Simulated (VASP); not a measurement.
# C (P2_1/m) in VASP: further runs, part 2 of 3

VASP 6.6.1. Earlier steps stand in the parts before.

**3. Single point, PBEsol+D3(BJ) (engineering shear strain xy -0.1500, normal strain along z -0.0700)**

INCAR reads:

```
  PREC = Accurate
  ENCUT = 520
  EDIFF = 1E-6
  ISMEAR = 0
  SIGMA = 0.15
  LREAL = False
  LASPH = True
  NELM = 80
  ALGO = Normal
  ISIF = 2
  LWAVE = False
  LCHARG = False
  GGA = PS
  IVDW = 12
  NBANDS = 16
```

KPOINTS reads:

```
Automatic mesh
0
Gamma
  18 18 6
```

POSCAR reads:

```
C
1.0
    2.4580081303     -0.1843506097      0.0000000000
   -1.3886563765      2.2208727884      0.0000000000
    0.0000000000      0.0000000000      6.1194527675
C
4
Direct
    0.0000000000      0.0000000000      0.0025000000
    0.0000000000      0.0000000000      0.5025000000
    0.3333333333      0.6666666667      0.0025000000
    0.6666666667      0.3333333333      0.5025000000
```

Potentials or basis: VASP PAW PBE potentials, release 64 (C).

On the command line:

```console
$ cat potpaw_PBE.64/C/POTCAR > POTCAR
$ mpirun -np 1 vasp_std > vasp.out
```

OUTCAR:

```text
PREC = Accurate
   ENCUT = 520
   EDIFF = 1E-6
   ISMEAR = 0
   LREAL = False
   LASPH = True
   NELM = 80
   ISIF = 2
   GGA = PS
   IVDW = 12
 IVDW          = 12

 ion  position               nearest neighbor table
   1  0.000  0.000  0.002-   3 1.33   3 1.42   3 1.51
   2  0.000  0.000  0.502-   4 1.33   4 1.42   4 1.51
   3  0.333  0.667  0.002-   1 1.33   1 1.42   1 1.51
   4  0.667  0.333  0.502-   2 1.33   2 1.42   2 1.51

  LATTYP: Found a simple monoclinic cell.
 ALAT       =     2.3002034166
 B/A-ratio  =     2.6603963473
 C/A-ratio  =     1.0716059136
 COS(beta)  =    -0.3973759173

  Lattice vectors:

 A1 = (   1.0693517538,   2.0365221787,   0.0000000000)
 A2 = (   0.0000000000,   0.0000000000,  -6.1194527675)
 A3 = (  -2.4580081303,   0.1843506097,   0.0000000000)

Analysis of symmetry for initial positions (statically):
=====================================================================
 Subroutine PRICEL returns:
 Original cell was already a primitive cell.

 Routine SETGRP: Setting up the symmetry group for a
 simple monoclinic supercell.

 Subroutine GETGRP returns: Found  4 space group operations
 (whereof  1 operations were pure point group operations)
[... 175 lines left out ...]
 Fermi energy:         5.6781167159

 k-point     1 :       0.0000    0.0000    0.0000
  band No.  band energies     occupation
      1     -14.3733      2.00000
      2     -13.7762      2.00000
      3      -3.6144      2.00000
      4      -0.5043      2.00000
      5       2.1677      2.00000
      6       2.1899      2.00000
[... 433 lines left out ...]
      3      -1.5089      2.00000
      4      -1.1210      2.00000
      5      -1.0430      2.00000
      6      -0.4898      2.00000
[... 8 lines left out ...]
     15      19.1325      0.00000
     16      19.3571      0.00000

 [... further k-points ...]

------------------------ aborting loop because EDIFF is reached ----------------------------------------

 Edisp (eV)   -0.46489

 E8    (eV) :    -0.2259

  FORCE on cell =-STRESS in cart. coord.  units (eV):
  Direction    XX          YY          ZZ          XY          YZ          ZX
  --------------------------------------------------------------------------------------
  -------------------------------------------------------------------------------------
  Total       3.23104     3.07033     0.78037    15.42107     0.00000     0.00000
  in kB     162.58968   154.50256    39.26912   776.00615     0.00000     0.00000
  external pressure =      118.79 kB  Pullay stress =        0.00 kB

 VOLUME and BASIS-vectors are now :
 -----------------------------------------------------------------------------
  energy-cutoff  :      520.00
  volume of cell :       31.84
      direct lattice vectors                 reciprocal lattice vectors
     2.458008130 -0.184350610  0.000000000     0.426850922  0.266899238  0.000000000
    -1.388656376  2.220872788  0.000000000     0.035432118  0.472428247  0.000000000
     0.000000000  0.000000000  6.119452768     0.000000000  0.000000000  0.163413305

 POSITION                                       TOTAL-FORCE (eV/Angst)
 -----------------------------------------------------------------------------------
      0.00000      0.00000      0.01530         2.043648      0.684206      0.000000
      0.00000      0.00000      3.07503        -2.043648     -0.684206      0.000000
     -0.10643      1.41913      0.01530        -2.079918     -0.694494      0.000000
      1.17579      0.61739      3.07503         2.079918      0.694494      0.000000
 -----------------------------------------------------------------------------------
    total drift:                                0.000000     -0.000000      0.000019

  FREE ENERGIE OF THE ION-ELECTRON SYSTEM (eV)
  ---------------------------------------------------
  free  energy   TOTEN  =       -37.8230057668 eV

  energy  without entropy=      -37.8223433442  energy(sigma->0) =      -37.82267456
```

OSZICAR:

```text
N       E                     dE             d eps       ncg     rms          rms(c)
DAV:   1     0.260597864224E+02    0.26060E+02   -0.80782E+03 21008   0.947E+02
DAV:   2    -0.376527847760E+02   -0.63713E+02   -0.57901E+02 29160   0.184E+02
DAV:   3    -0.399508357207E+02   -0.22981E+01   -0.22879E+01 26920   0.320E+01
DAV:   4    -0.399669488199E+02   -0.16113E-01   -0.16109E-01 26696   0.322E+00
DAV:   5    -0.399671632138E+02   -0.21439E-03   -0.21438E-03 26416   0.350E-01    0.952E+00
DAV:   6    -0.379548211667E+02    0.20123E+01   -0.13152E+00 25608   0.796E+00    0.542E+00
DAV:   7    -0.373534247510E+02    0.60140E+00   -0.15061E+00 26480   0.857E+00    0.147E+00
DAV:   8    -0.373598071459E+02   -0.63824E-02   -0.97385E-02 24080   0.200E+00    0.341E-01
DAV:   9    -0.373580144058E+02    0.17927E-02   -0.33498E-03 26520   0.452E-01    0.883E-02
DAV:  10    -0.373581050389E+02   -0.90633E-04   -0.30304E-04 25224   0.120E-01    0.471E-02
DAV:  11    -0.373581153753E+02   -0.10336E-04   -0.17540E-05 25568   0.341E-02    0.551E-03
DAV:  12    -0.373581146425E+02    0.73283E-06   -0.92357E-07 20592   0.765E-03
   1 F= -.37823006E+02 E0= -.37822675E+02  d E =-.662423E-03
```

stdout:

```text
POSCAR found type information on POSCAR C
 POSCAR found :  1 types and       4 ions
 scaLAPACK will be used
 -----------------------------------------------------------------------------
|                                                                             |
|                                                                             |
|     You enforced a specific xc type in the INCAR file but a different       |
|     I HOPE YOU KNOW WHAT YOU ARE DOING!                                     |
|                                                                             |
 -----------------------------------------------------------------------------

 LDA part: xc-table for (Slater+PW92), standard interpolation
 POSCAR, INCAR and KPOINTS ok, starting setup
 FFT: planning ... GRIDC
 FFT: planning ... GRID_SOFT
 FFT: planning ... GRID
 WAVECAR not read
 entering main loop
```

It took 4.7 min on 1 thread of Intel Xeon 8259CL, shared host; peak memory 0.35 GiB.

Results:

```
Free energy                : -37.8230 eV
Pressure                   : 11.9 GPa
Largest force              : 2.193 eV/Å
Dispersion energy per atom : -0.116 eV
```

Forces in eV/Å, atoms in the order of the input:
```
C    2.044  0.684  0.000
C   -2.044 -0.684  0.000
C   -2.080 -0.694  0.000
C    2.080  0.694  0.000
```

Caveat: the cell differs from its parent crystal (engineering shear strain xy -0.1500, normal strain along z -0.0700); the stress differs along the axes, from 4 to 16 GPa; the PAW data sets were made with another functional, which shifts forces and pressure a little.

**4. Single point, PBEsol+D3(BJ) (engineering shear strain xy -0.1000, normal strain along z -0.0700)**

INCAR is that of step 3.

KPOINTS is that of step 3.

POSCAR reads:

```
C
1.0
    2.4580081300     -0.1229004065      0.0000000000
   -1.3354389392      2.1901476865      0.0000000000
    0.0000000000      0.0000000000      6.1194527631
C
4
Direct
    0.0000000000      0.0000000000      0.0025000000
    0.0000000000      0.0000000000      0.5025000000
    0.3333333333      0.6666666667      0.0025000000
    0.6666666667      0.3333333333      0.5025000000
```

Potentials or basis: VASP PAW PBE potentials, release 64 (C).

On the command line:

```console
$ cat potpaw_PBE.64/C/POTCAR > POTCAR
$ mpirun -np 1 vasp_std > vasp.out
```

OUTCAR:

```text
PREC = Accurate
   ENCUT = 520
   EDIFF = 1E-6
   ISMEAR = 0
   LREAL = False
   LASPH = True
   NELM = 80
   ISIF = 2
   GGA = PS
   IVDW = 12
 IVDW          = 12

 ion  position               nearest neighbor table
   1  0.000  0.000  0.002-   3 1.36   3 1.42   3 1.48
   2  0.000  0.000  0.502-   4 1.36   4 1.42   4 1.48
   3  0.333  0.667  0.002-   1 1.36   1 1.42   1 1.48
   4  0.667  0.333  0.502-   2 1.36   2 1.42   2 1.48

  LATTYP: Found a simple monoclinic cell.
 ALAT       =     2.3523760126
 B/A-ratio  =     2.6013922648
 C/A-ratio  =     1.0462097509
 COS(beta)  =    -0.4327263994

  Lattice vectors:

 A1 = (   1.1225691908,   2.0672472800,   0.0000000000)
 A2 = (   0.0000000000,   0.0000000000,  -6.1194527631)
 A3 = (  -2.4580081300,   0.1229004065,   0.0000000000)

Analysis of symmetry for initial positions (statically):
=====================================================================
 Subroutine PRICEL returns:
 Original cell was already a primitive cell.

 Routine SETGRP: Setting up the symmetry group for a
 simple monoclinic supercell.

 Subroutine GETGRP returns: Found  4 space group operations
 (whereof  1 operations were pure point group operations)
 out of a pool of  4 trial point group operations.

The static configuration has the point symmetry C_1 .
 The point group associated with its full space group is C_2h.

Analysis of symmetry for dynamics (positions and initial velocities):
=====================================================================
 Subroutine PRICEL returns:
 Original cell was already a primitive cell.

 Routine SETGRP: Setting up the symmetry group for a
 simple monoclinic supercell.

 Subroutine GETGRP returns: Found  4 space group operations
 (whereof  1 operations were pure point group operations)
 out of a pool of  4 trial point group operations.

The dynamic configuration has the point symmetry C_1 .
 The point group associated with its full space group is C_2h.

[... 124 lines left out ...]
  Fermi-wavevector in a.u.,A,eV,Ry     =   1.300191  2.457005 23.000612  1.690497
  Thomas-Fermi vector in A             =   2.431406
   LORBIT       =      0    0 simple, 1 ext, 2 COOP (PROOUT), +10 PAW based schemes
   GGA     = PS    functional components
   LHFCALC =     F    Hartree Fock is set to
   AEXX    =    0.0000 exact exchange contribution
   IVDW    =    12    specifies the selected vdW correction
   LEPSILON=     F    determine dielectric tensor
   LRPA    =     F    only Hartree local field effects (RPA)
 non-spin polarized calculation
 Gauss-broadening in eV      SIGMA  =   0.15
  energy-cutoff  :      520.00
  volume of cell :       31.94
 maximum number of plane-waves:       879
   NGX =  9   NGY =  9   NGZ = 23

 number of electron      16.0000001 magnetization

 Free energy of the ion-electron system (eV)
  ---------------------------------------------------
  ext. energy  EPLUGINS =         0.00000000
  ---------------------------------------------------
  free energy    TOTEN  =       -37.99862804 eV

  energy without entropy =      -37.99790302  energy(sigma->0) =      -37.99826553

 E-fermi :   5.6025     XC(G=0): -11.2108

 val. band max:        5.5566930004   @ k =   0.3333   0.2778   0.3333
 cond. band min:       5.6560336867   @ k =   0.3333   0.2778   0.1667
 fundamental gap:      0.0993406863
 Fermi energy:         5.6025059663

 k-point     1 :       0.0000    0.0000    0.0000
  band No.  band energies     occupation
      1     -14.3443      2.00000
      2     -13.7427      2.00000
      3      -3.6058      2.00000
      4      -0.4849      2.00000
      5       2.3124      2.00000
      6       2.3505      2.00000
[... 433 lines left out ...]
      3      -1.5800      2.00000
      4      -1.3360      2.00000
      5      -1.1904      2.00000
      6      -0.4008      2.00000
[... 8 lines left out ...]
     15      19.1771      0.00000
     16      19.2387      0.00000

 [... further k-points ...]

------------------------ aborting loop because EDIFF is reached ----------------------------------------

 Edisp (eV)   -0.47475

 E8    (eV) :    -0.2307

  FORCE on cell =-STRESS in cart. coord.  units (eV):
  Direction    XX          YY          ZZ          XY          YZ          ZX
  --------------------------------------------------------------------------------------
  -------------------------------------------------------------------------------------
  Total       1.57111     1.44833     0.79097    10.21691     0.00000     0.00000
  in kB      78.81247    72.65333    39.67764   512.51585     0.00000     0.00000
  external pressure =       63.71 kB  Pullay stress =        0.00 kB

 VOLUME and BASIS-vectors are now :
 -----------------------------------------------------------------------------
  energy-cutoff  :      520.00
  volume of cell :       31.94
      direct lattice vectors                 reciprocal lattice vectors
     2.458008130 -0.122900407  0.000000000     0.419626817  0.255866760  0.000000000
    -1.335438939  2.190147687  0.000000000     0.023547410  0.470948208  0.000000000
     0.000000000  0.000000000  6.119452763     0.000000000  0.000000000  0.163413305

 POSITION                                       TOTAL-FORCE (eV/Angst)
 -----------------------------------------------------------------------------------
      0.00000      0.00000      0.01530         1.298333      0.317922      0.000000
      0.00000      0.00000      3.07503        -1.298333     -0.317922      0.000000
     -0.07096      1.41913      0.01530        -1.324327     -0.319882      0.000000
      1.19353      0.64812      3.07503         1.324327      0.319882      0.000000
 -----------------------------------------------------------------------------------
    total drift:                                0.000000     -0.000000      0.000012

  FREE ENERGIE OF THE ION-ELECTRON SYSTEM (eV)
  ---------------------------------------------------
  free  energy   TOTEN  =       -38.4733735657 eV

  energy  without entropy=      -38.4726485479  energy(sigma->0) =      -38.47301106
```

It took 3.3 min on 1 thread of Intel Xeon Platinum 8488C (Sapphire Rapids), shared host; peak memory 0.34 GiB.

What came out:

* Free energy: -38.4734 eV
* Pressure: 6.4 GPa
* Largest force: 1.362 eV/Å
* Dispersion energy per atom: -0.119 eV

Forces in eV/Å, atoms in the order of the input:
```
C    1.298  0.318  0.000
C   -1.298 -0.318  0.000
C   -1.324 -0.320  0.000
C    1.324  0.320  0.000
```

Caveat: the cell differs from its parent crystal (engineering shear strain xy -0.1000, normal strain along z -0.0700); the cell stands under pressure; the PAW data sets were made with another functional, which shifts forces and pressure a little.

(Continued in part 3 of 3.)
